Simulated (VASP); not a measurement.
# SiNi3 (Pm-3m) in VASP: a series of runs, part 2 of 2

VASP 6.6.1. The steps go on from the part before.

## Step 3: Single point, LDA, collinear spin, ferromagnetic start (volume scaled by 1.02)

INCAR

```
PREC     = Accurate       # precision mode
ENCUT    = 520            # plane-wave cutoff, eV
EDIFF    = 1E-6           # SCF threshold, eV
ISMEAR   = -1             # smearing method
SIGMA    = 0.05           # smearing width, eV
LREAL    = False          # projectors in reciprocal space
LASPH    = True           # aspherical terms in the spheres
NELM     = 150            # most SCF steps
ALGO     = Normal         # electronic algorithm
ISIF     = 2              # what is computed and relaxed
LWAVE    = False          # write WAVECAR
LCHARG   = False          # write CHGCAR
ISPIN    = 2              # spin polarisation
MAGMOM   = 1 1 1 0        # initial moments
LORBIT   = 11             # projections on sites
LMAXMIX  = 4              # l up to which the mixer works
NBANDS   = 29             # bands
```

KPOINTS

```
regular mesh
0
Gamma
  8 8 8
```

POSCAR

```
SiNi3
1.0
    3.5654576373      0.0000000000      0.0000000000
    0.0000000000      3.5654576373      0.0000000000
    0.0000000000      0.0000000000      3.5654576373
Ni Si
3 1
Direct
    0.5000000000      0.5000000000      0.0000000000
    0.5000000000      0.0000000000      0.5000000000
    0.0000000000      0.5000000000      0.5000000000
    0.0000000000      0.0000000000      0.0000000000
```

Potentials or basis: VASP PAW LDA potentials, release 64 (Ni, Si).

Launch:

```console
$ cat potpaw_LDA.64/Ni/POTCAR potpaw_LDA.64/Si/POTCAR > POTCAR
$ mpirun -np 1 vasp_std > vasp.out
```

OUTCAR:

```text
PREC = Accurate
   ENCUT = 520
   EDIFF = 1E-6
   ISMEAR = -1
   LREAL = False
   LASPH = True
   NELM = 150
   ISIF = 2
   ISPIN = 2
   LORBIT = 11

 ion  position               nearest neighbor table
   1  0.500  0.500  0.000-   2 2.52   3 2.52   4 2.52   2 2.52   3 2.52   2 2.52   4 2.52   2 2.52
                             3 2.52   4 2.52   3 2.52   4 2.52
   2  0.500  0.000  0.500-   1 2.52   3 2.52   4 2.52   1 2.52   4 2.52   1 2.52   3 2.52   1 2.52
                             3 2.52   4 2.52   4 2.52   3 2.52
   3  0.000  0.500  0.500-   1 2.52   2 2.52   4 2.52   1 2.52   4 2.52   2 2.52   4 2.52   4 2.52
                             1 2.52   2 2.52   1 2.52   2 2.52
   4  0.000  0.000  0.000-   1 2.52   2 2.52   3 2.52   2 2.52   3 2.52   1 2.52   3 2.52   3 2.52
                             1 2.52   2 2.52   2 2.52   1 2.52

  LATTYP: Found a simple cubic cell.
 ALAT       =     3.5654576373

  Lattice vectors:

 A1 = (   3.5654576373,   0.0000000000,   0.0000000000)
 A2 = (   0.0000000000,   3.5654576373,   0.0000000000)
 A3 = (   0.0000000000,   0.0000000000,   3.5654576373)

Analysis of symmetry for initial positions (statically):
=====================================================================
 Subroutine PRICEL returns:
 Original cell was already a primitive cell.

 Routine SETGRP: Setting up the symmetry group for a
 simple cubic supercell.

 Subroutine GETGRP returns: Found 48 space group operations
 (whereof 48 operations were pure point group operations)
 out of a pool of 48 trial point group operations.

The static configuration has the point symmetry O_h .

Analysis of symmetry for dynamics (positions and initial velocities):
=====================================================================
 Subroutine PRICEL returns:
 Original cell was already a primitive cell.

 Routine SETGRP: Setting up the symmetry group for a
 simple cubic supercell.

 Subroutine GETGRP returns: Found 48 space group operations
 (whereof 48 operations were pure point group operations)
 out of a pool of 48 trial point group operations.

The dynamic configuration has the point symmetry O_h .

Analysis of structural, dynamic, and magnetic symmetry:
=====================================================================
 Subroutine PRICEL returns:
 Original cell was already a primitive cell.

 Routine SETGRP: Setting up the symmetry group for a
 simple cubic supercell.

 Subroutine GETGRP returns: Found 48 space group operations
 (whereof 48 operations were pure point group operations)
 out of a pool of 48 trial point group operations.

The overall configuration has the point symmetry O_h .

 Subroutine INISYM returns: Found 48 space group operations
 (whereof 48 operations are pure point group operations),
 and found     1 'primitive' translations

----------------------------------------------------------------------------------------

                                     Primitive cell

  volume of cell :      45.3258

[... 82 lines left out ...]
 SYSTEM =  unknown system
   PREC   = accura    normal or accurate (medium, high low for compatibility)
   ISTART =      0    job   : 0-new  1-cont  2-samecut
   ICHARG =      2    charge: 1-file 2-atom 10-const
   ISPIN  =      2    spin polarized calculation?
   LNONCOLLINEAR =      F non collinear calculations
   LSORBIT =      F    spin-orbit coupling
   LASPH  =      T    aspherical Exc in radial PAW
   ENCUT  =  520.0 eV  38.22 Ry    6.18 a.u.   6.63  6.63  6.63*2*pi/ulx,y,z
   NELM   =    150;   NELMIN=  2; NELMDL= -5     # of ELM steps
   EDIFF  = 0.1E-05   stopping-criterion for ELM
   LREAL  =      F    real-space projection
   EDIFFG = 0.1E-04   stopping-criterion for IOM
   NSW    =      0    number of steps for IOM
   IBRION =     -1    ionic relax: 0-MD 1-quasi-New 2-CG
   NFREE  =      0    steps in history (QN), initial steepest desc. (CG)
   ISIF   =      2    stress and relaxation
   ISYM   =      2    0-nonsym 1-usesym 2-fastsym
   POTIM  = 0.5000    time-step for ionic-motion
   TEBEG  =    0.0;   TEEND  =   0.0 temperature during run
   PSTRESS=    0.0 pullay stress
   NELECT =      34.0000    total number of electrons
   NUPDOWN=      -1.0000    fix difference up-down
   EMIN   =  10.00;   EMAX   =-10.00  energy-range for DOS
   EFERMI =   0.00;   METHOD = LEGACY
   ISMEAR =    -1;   SIGMA  =   0.05  broadening in eV -4-tet -1-fermi 0-gaus
   EFERMI_NEDOS =   21; number of points for ismear=-14 and -15
   IALGO  =     38    algorithm
   IMIX   =      4    mixing-type and parameters
     AMIX     =   0.40;   BMIX     =  1.00
     AMIX_MAG =   1.60;   BMIX_MAG =  1.00
  volume/ion in A,a.u.               =      11.33        76.47
  Fermi-wavevector in a.u.,A,eV,Ry     =   1.487485  2.810939 30.104399  2.212611
  Thomas-Fermi vector in A             =   2.600640
   LORBIT       =     11    0 simple, 1 ext, 2 COOP (PROOUT), +10 PAW based schemes
   GGA     = CA    functional components
   LHFCALC =     F    Hartree Fock is set to
   AEXX    =    0.0000 exact exchange contribution
   IVDW    =     0    specifies the selected vdW correction
   LEPSILON=     F    determine dielectric tensor
   LRPA    =     F    only Hartree local field effects (RPA)
 spin polarized calculation
  energy-cutoff  :      520.00
  volume of cell :       45.33
 maximum number of plane-waves:      1236
 NGX is ok and might be reduce to    28
   NGX = 13   NGY = 13   NGZ = 13

 number of electron      34.0000018 magnetization      -0.0022959

 number of electron      34.0000018 magnetization       0.0025805

 Free energy of the ion-electron system (eV)
  ---------------------------------------------------
  ext. energy  EPLUGINS =         0.00000000
  ---------------------------------------------------
  free energy    TOTEN  =       -27.53153578 eV

  energy without entropy =      -27.51356064  energy(sigma->0) =      -27.52254821

 E-fermi :   9.6828     XC(G=0): -13.0970

 val. band max:        9.6131217959   @ k =   0.1250   0.1250   0.0000
 cond. band min:       9.6963199940   @ k =   0.0000   0.0000   0.0000
 fundamental gap:      0.0831981982
 Fermi energy:         9.6827724104

 spin component 1

 k-point     1 :       0.0000    0.0000    0.0000
  band No.  band energies     occupation
      1      -1.7826      1.00000
      2       5.1321      1.00000
      3       5.9262      1.00000
      4       5.9262      1.00000
      5       6.3833      1.00000
      6       6.3833      1.00000
[... 757 lines left out ...]
     28      24.1417      0.00000
     29      26.1740      0.00000

 [... further k-points ...]

 spin component 2

 k-point     1 :       0.0000    0.0000    0.0000
  band No.  band energies     occupation
      1      -1.7826      1.00000
      2       5.1325      1.00000
      3       5.9270      1.00000
      4       5.9270      1.00000
      5       6.3843      1.00000
      6       6.3843      1.00000
[... 757 lines left out ...]
     28      24.1420      0.00000
     29      26.1567      0.00000

 [... further k-points ...]
[... 5 lines left out ...]
  --------------------------------------------------------------------------------------
  -------------------------------------------------------------------------------------
  Total       -6.4286781     -6.4286781     -6.4286781     -0.0000000      0.0000000     -0.0000000
  in kB     -227.2408587   -227.2408587   -227.2408587     -0.0000000      0.0000000     -0.0000000
  external PRESSURE =    -227.2408587 kB  Pullay stress =       0.0000000 kB

 VOLUME and BASIS-vectors are now :
 -----------------------------------------------------------------------------
  energy-cutoff  :      520.00
  volume of cell :       45.33
      direct lattice vectors                 reciprocal lattice vectors
     3.565457637  0.000000000  0.000000000     0.280468905  0.000000000  0.000000000
     0.000000000  3.565457637  0.000000000     0.000000000  0.280468905  0.000000000
     0.000000000  0.000000000  3.565457637     0.000000000  0.000000000  0.280468905

 POSITION                                       TOTAL-FORCE (eV/Angst)
 -----------------------------------------------------------------------------------
      1.78273      1.78273      0.00000         0.000000      0.000000      0.000000
      1.78273      0.00000      1.78273         0.000000      0.000000      0.000000
      0.00000      1.78273      1.78273         0.000000      0.000000      0.000000
      0.00000      0.00000      0.00000         0.000000      0.000000      0.000000
 -----------------------------------------------------------------------------------
    total drift:                                0.000000      0.000000      0.000000

  FREE ENERGIE OF THE ION-ELECTRON SYSTEM (eV)
  ---------------------------------------------------
  free  energy   TOTEN  =       -27.5315357798 eV

  energy  without entropy=      -27.5135606372  energy(sigma->0) =      -27.52254821

 total charge

# of ion       s       p       d       tot
------------------------------------------
    1        0.467   0.519   8.402   9.387
    2        0.467   0.519   8.402   9.387
    3        0.467   0.519   8.402   9.387
    4        0.737   0.792   0.000   1.528
--------------------------------------------------
tot          2.136   2.349  25.205  29.690

 magnetization (x)

# of ion       s       p       d       tot
------------------------------------------
    1       -0.000  -0.000   0.001   0.001
    2       -0.000  -0.000   0.001   0.001
    3       -0.000  -0.000   0.001   0.001
    4       -0.000  -0.000   0.000  -0.000
--------------------------------------------------
tot         -0.000  -0.000   0.002   0.001
```

It took 2.7 min on 1 thread of AMD EPYC 7R13 (Zen 3), shared host; peak memory 0.16 GiB.

What came out:

- Free energy: -27.5315 eV
- Pressure: -22.7 GPa
- Band gap on the k mesh: zero (filled and empty bands overlap)
- Net moment: 0.00 μB per cell
- Valence electrons inside the program's atomic spheres: Ni 9.39; Si 1.53

Levels at points of the mesh, in eV from the Fermi level:
Spin up:
```tsv
k point	band 14	band 15	band 16	band 17	band 18	band 19	band 20	band 21
(0.00, 0.00, 0.00)	-0.56	-0.56	-0.28	0.01	0.01	0.01	4.33	6.15
(0.50, 0.00, 0.00)	-1.18	-1.06	-0.50	0.01	3.44	3.44	4.77	5.17
(0.50, 0.50, 0.00)	-1.30	-1.04	-0.94	-0.90	0.61	0.61	5.32	6.10
(0.50, 0.50, 0.50)	-1.16	-1.16	-0.25	-0.20	-0.20	-0.20	0.99	3.81
```
Spin down:
```tsv
k point	band 15	band 16	band 17	band 18	band 19	band 20
(0.00, 0.00, 0.00)	-0.56	-0.27	0.01	0.01	0.01	4.33
(0.50, 0.00, 0.00)	-1.06	-0.50	0.02	3.44	3.44	4.77
(0.50, 0.50, 0.00)	-1.04	-0.94	-0.90	0.61	0.61	5.32
(0.50, 0.50, 0.50)	-1.16	-0.25	-0.20	-0.20	-0.20	0.99
```
